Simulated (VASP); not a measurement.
**Ga: single point with PBE**

Ga:

```xyz
2
Lattice="1.4210 -3.9837 0.0000 1.4210 3.9837 0.0000 0.0000 0.0000 3.1700" Properties=species:S:1:pos:R:3 pbc="T T T"
Ga    1.4210   -2.9240    0.7925
Ga    1.4210    2.9240    2.3775
```

This cell differs from its parent crystal: equal xx and yy strain of -2 %.

```yaml
Program: VASP 6.6.1
Task: single point
Functional: PBE
Potentials_or_basis: VASP PAW PBE potentials, release 64 (Ga_d)
Cutoff: 520 eV
k_mesh: 12 × 12 × 10
Occupations: fermi-dirac, width 0.08 eV
Spin: no spin polarisation
```

* Pressure: 4.1 GPa
* Largest force: 0.211 eV/Å
* Band gap on the k mesh: zero (bands 13 and 14 overlap by 9.39 eV)

Forces in eV/Å, atoms in the order of the input:
```
Ga   0.000  0.211  0.000
Ga   0.000 -0.211  0.000
```

Stress tensor (GPa, compression positive):
```
1.61 0.00 0.00
0.00 5.24 0.00
0.00 0.00 5.35
```

Levels at points of the mesh, in eV from the Fermi level:
```csv
k point,band 11,band 12,band 13,band 14,band 15,band 16
"(0.00, 0.00, 0.00)",-11.59,-2.32,-1.41,2.54,6.30,8.30
"(0.50, 0.00, 0.00)",-6.75,-5.58,-1.80,-0.29,6.63,6.77
"(0.50, 0.50, 0.00)",-9.47,-8.82,4.89,5.66,6.15,7.02
"(0.00, 0.00, 0.50)",-7.74,-7.74,1.85,1.85,2.65,2.65
"(0.50, 0.00, 0.50)",-3.11,-3.11,-1.73,-1.73,1.88,1.88
"(0.50, 0.50, 0.50)",-5.79,-5.79,-4.50,-4.50,10.01,10.01
```

It took 46 s on 1 thread of Intel(R) Xeon(R) 6975P-C (Granite Rapids), with other jobs on the host, peak memory 0.27 GiB.

Caveat: the cell differs from its parent crystal (equal xx and yy strain of -2 %); the cell stands under pressure.
